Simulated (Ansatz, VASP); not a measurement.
# Cd: VASP beside Ansatz

```
Cd
1.0
     2.93548    0.00000    0.00000
     0.00000    2.93548    0.00000
     0.00000    0.00000    2.93548
Cd
1
Direct
  0.00000 0.00000 0.00000
```

Alike in both runs: functional PBEsol; k mesh 6 × 6 × 6; occupations gaussian, width 0.1 eV; no spin polarisation.

Ansatz relaxed the structure, and its values are those at the end. VASP's run is a single point on that final structure, the one shown.

|  | VASP | Ansatz |
| --- | --- | --- |
| version | VASP 6.6.1 | Ansatz 0.2.0 |
| potentials or method | VASP PAW PBE potentials, release 64 (Cd), cutoff 520 eV | scalar-relativistic, plane waves, PAW |
| valence electrons in the cell | 12 | 20 |

```tsv
	VASP	Ansatz	Ansatz less VASP
gap on the k mesh at the Fermi level (eV)	none	none	-
pressure (GPa)	0.0	-0.3	-0.26
```

VASP's potentials were made for PBE, not for PBEsol. A gap of «none» marks a metal or a gap that the smearing closes. With one functional, cell and mesh, what is left measures potentials, basis and numerics. VASP's potentials hold 12 valence electrons a cell and Ansatz's 20, so a difference there can come from the potentials and not from the codes.
